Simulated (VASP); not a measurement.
# AlGa3N4 (R3m) in VASP: a series of runs, part 2 of 2

VASP 6.6.1. Earlier steps stand in the parts before.

**4. Single point, LDA (10.41 Å³/atom)**

File INCAR:

```
SYSTEM = AlGa3N4
PREC = Accurate
ENCUT = 1330
EDIFF = 1E-6
ISMEAR = 0
SIGMA = 0.05
LREAL = .FALSE.
LASPH = .TRUE.
NELM = 120
ALGO = Normal
ISIF = 2
LWAVE = .FALSE.
LCHARG = .TRUE.
LELF = .TRUE.
LVHAR = .TRUE.
NBANDS = 41
GGA_COMPAT = .FALSE.
```

File KPOINTS:

```
regular mesh
0
G
  6 6 6
  0 0 0
```

File POSCAR:

```
AlGa3N4
1.0
    4.3709503792     -0.1305433172     -0.1305433172
   -0.1305433172      4.3709503792     -0.1305433172
   -0.1305433172     -0.1305433172      4.3709503792
Al Ga N
1 3 4
Direct
    0.0000000000      0.0000000000      0.0000000000
    0.5000000000      0.5000000000      0.0000000000
    0.5000000000      0.0000000000      0.5000000000
    0.0000000000      0.5000000000      0.5000000000
    0.7548078379      0.7548078379      0.2451921621
    0.7548078379      0.2451921621      0.7548078379
    0.2451921621      0.7548078379      0.7548078379
    0.2451921621      0.2451921621      0.2451921621
```

Potentials or basis: VASP PAW LDA potentials, release 64 (Al, Ga_d, N_h).

Launch:

```sh
$ cat potpaw_LDA.64/Al/POTCAR potpaw_LDA.64/Ga_d/POTCAR potpaw_LDA.64/N_h/POTCAR > POTCAR
$ mpirun -np 1 vasp_std > vasp.out
```

OUTCAR:

```text
SYSTEM = AlGa3N4
   PREC = Accurate
   ENCUT = 1330
   EDIFF = 1E-6
   ISMEAR = 0
   LREAL = .FALSE.
   LASPH = .TRUE.
   NELM = 120
   ISIF = 2

 ion  position               nearest neighbor table
   1  0.000  0.000  0.000-   8 1.75   6 1.89   7 1.89   5 1.89   3 3.00   4 3.00   2 3.00   4 3.00
                             3 3.00   2 3.00
   2  0.500  0.500  0.000-   5 1.79   8 1.94   7 1.94   6 1.94   1 3.00   1 3.00
   3  0.500  0.000  0.500-   6 1.79   8 1.94   7 1.94   5 1.94   1 3.00   1 3.00
   4  0.000  0.500  0.500-   7 1.79   8 1.94   6 1.94   5 1.94   1 3.00   1 3.00
   5  0.755  0.755  0.245-   2 1.79   1 1.89   3 1.94   4 1.94
   6  0.755  0.245  0.755-   3 1.79   1 1.89   4 1.94   2 1.94
   7  0.245  0.755  0.755-   4 1.79   1 1.89   3 1.94   2 1.94
   8  0.245  0.245  0.245-   1 1.75   3 1.94   4 1.94   2 1.94

  LATTYP: Found a trigonal (rhomboedric) cell.
 ALAT       =     4.3748474639
 COS(alpha) =    -0.0587354675

  Lattice vectors:

 A1 = (   4.3709503792,  -0.1305433172,  -0.1305433172)
 A2 = (  -0.1305433172,   4.3709503792,  -0.1305433172)
 A3 = (  -0.1305433172,  -0.1305433172,   4.3709503792)

Analysis of symmetry for initial positions (statically):
=====================================================================
 Subroutine PRICEL returns:
 Original cell was already a primitive cell.

 Routine SETGRP: Setting up the symmetry group for a
 trigonal (rhombohedral) supercell.

 Subroutine GETGRP returns: Found  6 space group operations
 (whereof  6 operations were pure point group operations)
 out of a pool of 12 trial point group operations.

The static configuration has the point symmetry C_3v.

Analysis of symmetry for dynamics (positions and initial velocities):
=====================================================================
 Subroutine PRICEL returns:
 Original cell was already a primitive cell.

 Routine SETGRP: Setting up the symmetry group for a
 trigonal (rhombohedral) supercell.

 Subroutine GETGRP returns: Found  6 space group operations
 (whereof  6 operations were pure point group operations)
 out of a pool of 12 trial point group operations.

[... 140 lines left out ...]
   IVDW    =     0    specifies the selected vdW correction
   LEPSILON=     F    determine dielectric tensor
   LRPA    =     F    only Hartree local field effects (RPA)
 non-spin polarized calculation
 Gauss-broadening in eV      SIGMA  =   0.05
  energy-cutoff  :     1330.00
  volume of cell :       83.28
 maximum number of plane-waves:      9242
 NGX is ok and might be reduce to    54
   NGX = 27   NGY = 27   NGZ = 27

 number of electron      62.0000000 magnetization

 Free energy of the ion-electron system (eV)
  ---------------------------------------------------
  ext. energy  EPLUGINS =         0.00000000
  ---------------------------------------------------
  free energy    TOTEN  =       -57.35326751 eV

  energy without entropy =      -57.35326751  energy(sigma->0) =      -57.35326751

 E-fermi :   6.7537     XC(G=0): -12.3056

 val. band max:        6.4887847912   @ k =   0.0000   0.0000   0.0000
 cond. band min:       8.9509174235   @ k =   0.0000   0.0000   0.0000
 fundamental gap:      2.4621326323
 Fermi energy:         6.7537309326

 k-point     1 :       0.0000    0.0000    0.0000
  band No.  band energies     occupation
      1      -9.8930      2.00000
      2      -8.5041      2.00000
      3      -8.5041      2.00000
      4      -8.2833      2.00000
      5      -7.0737      2.00000
      6      -7.0448      2.00000
[... 1045 lines left out ...]
     40      16.5938      0.00000
     41      17.0576      0.00000

 [... further k-points ...]

------------------------ aborting loop because EDIFF is reached ----------------------------------------

  FORCE on cell =-STRESS in cart. coord.  units (eV):
  Direction    XX          YY          ZZ          XY          YZ          ZX
  --------------------------------------------------------------------------------------
  -------------------------------------------------------------------------------------
  Total        6.7800607      6.7800607      6.7800607      8.3610703      8.3610703      8.3610703
  in kB      130.4377947    130.4377947    130.4377947    160.8539540    160.8539540    160.8539540
  external PRESSURE =     130.4377947 kB  Pullay stress =       0.0000000 kB

 VOLUME and BASIS-vectors are now :
 -----------------------------------------------------------------------------
  energy-cutoff  :     1330.00
  volume of cell :       83.28
      direct lattice vectors                 reciprocal lattice vectors
     4.370950379 -0.130543317 -0.130543317     0.229204679  0.007056195  0.007056195
    -0.130543317  4.370950379 -0.130543317     0.007056195  0.229204679  0.007056195
    -0.130543317 -0.130543317  4.370950379     0.007056195  0.007056195  0.229204679

 POSITION                                       TOTAL-FORCE (eV/Angst)
 -----------------------------------------------------------------------------------
      0.00000      0.00000      0.00000        -0.996990     -0.996990     -0.996990
      2.12020      2.12020     -0.13054        -1.040326     -1.040326     -0.958663
      2.12020     -0.13054      2.12020        -1.040326     -0.958663     -1.040326
     -0.13054      2.12020      2.12020        -0.958663     -1.040326     -1.040326
      3.16868      3.16868      0.87465         1.046294      1.046294      0.905196
      3.16868      0.87465      3.16868         1.046294      0.905196      1.046294
      0.87465      3.16868      3.16868         0.905196      1.046294      1.046294
      1.00771      1.00771      1.00771         1.038520      1.038520      1.038520
 -----------------------------------------------------------------------------------
    total drift:                                0.000072      0.000072      0.000072

  FREE ENERGIE OF THE ION-ELECTRON SYSTEM (eV)
  ---------------------------------------------------
  free  energy   TOTEN  =       -57.3532675101 eV

  energy  without entropy=      -57.3532675101  energy(sigma->0) =      -57.35326751
```

OSZICAR:

```text
N       E                     dE             d eps       ncg     rms          rms(c)
DAV:   1     0.932749255281E+03    0.93275E+03   -0.48954E+04  3081   0.467E+03
DAV:   2     0.155285331553E+03   -0.77746E+03   -0.72718E+03  2632   0.104E+03
DAV:   3    -0.421518147010E+02   -0.19744E+03   -0.18574E+03  3128   0.302E+02
DAV:   4    -0.655345412285E+02   -0.23383E+02   -0.22942E+02  3442   0.929E+01
DAV:   5    -0.668114043437E+02   -0.12769E+01   -0.12726E+01  3580   0.203E+01    0.163E+01
DAV:   6    -0.572884010322E+02    0.95230E+01   -0.25923E+01  5128   0.643E+01    0.428E+00
DAV:   7    -0.574760616636E+02   -0.18766E+00   -0.47845E+00  3078   0.115E+01    0.297E+00
DAV:   8    -0.573839858754E+02    0.92076E-01   -0.53158E-01  4304   0.778E+00    0.986E-01
DAV:   9    -0.573524053647E+02    0.31581E-01   -0.13555E-01  4422   0.510E+00    0.181E-01
DAV:  10    -0.573534349978E+02   -0.10296E-02   -0.22974E-02  3456   0.822E-01    0.136E-01
DAV:  11    -0.573533135822E+02    0.12142E-03   -0.14113E-03  3582   0.284E-01    0.602E-02
DAV:  12    -0.573532651973E+02    0.48385E-04   -0.28027E-04  4136   0.106E-01    0.156E-02
DAV:  13    -0.573532677799E+02   -0.25826E-05   -0.36183E-05  3645   0.390E-02    0.757E-03
DAV:  14    -0.573532675101E+02    0.26978E-06   -0.39652E-06  2944   0.136E-02
   1 F= -.57353268E+02 E0= -.57353268E+02  d E =-.834771E-16
```

stdout:

```text
POSCAR found type information on POSCAR AlGaN
 POSCAR found :  3 types and       8 ions
 scaLAPACK will be used
 LDA part: xc-table for (Slater(with rela. corr.)+CA(PZ))
 , standard interpolation
 POSCAR, INCAR and KPOINTS ok, starting setup
 FFT: planning ... GRIDC
 FFT: planning ... GRID_SOFT
 FFT: planning ... GRID
 WAVECAR not read
 entering main loop
```

It took 3.7 min on 1 thread of AMD EPYC 9R45 (Zen 5), shared host; peak memory 0.52 GiB.

Results:

```
Free energy            : -57.3533 eV
Pressure               : 13.0 GPa
Largest force          : 1.799 eV/Å
Band gap on the k mesh : 2.46 eV
```

Forces in eV/Å, atoms in the order of the input:
```
Al  -0.997 -0.997 -0.997
Ga  -1.040 -1.040 -0.959
Ga  -1.040 -0.959 -1.040
Ga  -0.959 -1.040 -1.040
N    1.046  1.046  0.905
N    1.046  0.905  1.046
N    0.905  1.046  1.046
N    1.039  1.039  1.039
```

Stress tensor (GPa, compression positive):
```
13.04 16.09 16.09
16.09 13.04 16.09
16.09 16.09 13.04
```

Caveat: the cell stands under pressure; forces of over 1 eV/Å act on the atoms, so gaps and moduli don't describe the material at rest.

**5. Summary**

```tsv
cell	gap on the mesh (eV)	pressure (GPa)	largest force (eV/Å)
a = 4.375 Å, angles 86.4°, 8 atoms	2.42	12.7	1.06
a = 4.369 Å, angles 88.2°, 8 atoms	2.72	10.9	0.63
a = 4.375 Å, angles 93.4°, 8 atoms	2.46	13.0	1.80
```

Alike in all rows: task single point; level LDA; potentials or basis VASP PAW LDA potentials, release 64 (Al, Ga_d, N_h); no spin polarisation; k mesh 6 × 6 × 6; cutoff (eV) 1330; smearing gaussian 0.05 eV.

Caveats: the cell stands under pressure; forces of over 1 eV/Å act on the atoms, so gaps and moduli don't describe the material at rest (at least some runs).

Absolute energies hang on the potentials; compare differences alone.
